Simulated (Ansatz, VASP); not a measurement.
**Pb: VASP beside Ansatz**

```
Pb
1.0
     3.14561    0.00000    0.00000
     0.00000    3.14561    0.00000
     0.00000    0.00000    3.14561
Pb
1
Direct
  0.00000 0.00000 0.00000
```

Alike in both runs: functional LDA; k mesh 13 × 13 × 13; occupations fermi-dirac, width 0.05 eV; no spin polarisation.

Ansatz relaxed the structure, and its values are those at the end. VASP's run is a single point on that final structure, the one shown.

```csv
,VASP,Ansatz
version,VASP 6.6.1,Ansatz 0.2.0
potentials or method,"VASP PAW LDA potentials, release 64 (Pb_d)","PAW with Ansatz's default frozen-core files, scalar-relativistic"
plane-wave cutoff (eV),520,420
valence electrons in the cell,14,14
```

|  | VASP | Ansatz | Ansatz less VASP |
| --- | --- | --- | --- |
| pressure (GPa) | 0.1 | 0.0 | -0.10 |

LDA's correlation is that of Perdew and Zunger in VASP and of Perdew and Wang (1992) in Ansatz.

Neither program's run includes spin-orbit coupling.
